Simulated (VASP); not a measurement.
Write the native input for VASP 6.6.1 that does the following.

```yaml
Task: single point
Functional: LDA
Potentials_or_basis: VASP PAW LDA potentials, release 64 (Ti_sv, O)
Cutoff: 520 eV
k_mesh: 10 × 10 × 10
Occupations: fermi-dirac, width 0.05 eV
Spin: no spin polarisation
Dipole_correction: no
Further_INCAR_settings: ALGO = Normal; EDIFF = 1e-06; NBANDS = 19
```

The structure of TiO2 lies in POSCAR:

```
TiO2
1.0
    1.5266980925      0.8814395546      7.1184721853
   -1.5266980925      0.8814395546      7.1184721853
    0.0000000000     -1.7628791093      7.1184721853
Ti O
1 2
Direct
    0.0000000000      0.0000000000      0.0000000000
    0.3795330000      0.3795330000      0.3795330000
    0.6204670000      0.6204670000      0.6204670000
```

The input as run:

INCAR

```
SYSTEM = TiO2
PREC = Accurate
ENCUT = 520
EDIFF = 1E-6
ISMEAR = -1
SIGMA = 0.05
LREAL = .False.
LASPH = .True.
NELM = 80
ALGO = Normal
ISIF = 2
LWAVE = .False.
LCHARG = .True.
LELF = .True.
LVHAR = .True.
NBANDS = 19
```

KPOINTS

```
Automatic mesh
0
Gamma
  10 10 10
  0 0 0
```

Potentials or basis: VASP PAW LDA potentials, release 64 (Ti_sv, O).

Launch:

```bash
$ cat potpaw_LDA.64/Ti_sv/POTCAR potpaw_LDA.64/O/POTCAR > POTCAR
$ mpirun -np 1 vasp_std > vasp.out
```

It gave:

* Pressure: -12.7 GPa
* Largest force: 1.478 eV/Å
* Band gap on the k mesh: 2.42 eV, indirect (least direct gap 2.62 eV)

Caveat: forces of over 1 eV/Å act on the atoms, so gaps and moduli don't describe the material at rest.

Run time: 7.1 min on 1 thread of AMD EPYC 9R45 96-Core Processor (Zen 5), with other jobs on the host, peak memory 0.36 GiB.
